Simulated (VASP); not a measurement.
A run of VASP 6.6.1:

INCAR

```
SYSTEM = SrAg3
ALGO = Normal ; EDIFF = 1E-7
ENCUT = 520 ; GGA = PE
ISIF = 2 ; ISMEAR = 0
LASPH = .True. ; LCHARG = .False.
LREAL = .False. ; LWAVE = .False.
NBANDS = 30 ; NELM = 100
PREC = Accurate ; SIGMA = 0.05
```

File KPOINTS:

```
k-points
0
Gamma
  8 8 8
  0 0 0
```

Contents of POSCAR:

```
SrAg3
1.0
    4.4854836529      0.0000000000      0.0000000000
    0.0000000000      4.4854836529      0.0000000000
    0.0000000000      0.0000000000      4.4854836529
Sr Ag
1 3
Direct
    0.0000000000      0.0000000000      0.0000000000
    0.0000000000      0.5000000000      0.5000000000
    0.5000000000      0.5000000000      0.0000000000
    0.5000000000      0.0000000000      0.5000000000
```

Potentials or basis: VASP PAW PBE potentials, release 64 (Sr_sv, Ag).

Command:

```console
$ cat potpaw_PBE.64/Sr_sv/POTCAR potpaw_PBE.64/Ag/POTCAR > POTCAR
$ mpirun -np 1 vasp_std > vasp.out
```

Hardware: 1 thread of Intel Xeon 8259CL, with other jobs on the host.

Question: Estimate the wall time of this run.

Answer: Wall time 84 s on 1 thread of Intel Xeon 8259CL (shared host), peak memory 0.25 GiB. Counts: scf iterations 14, k points 35.
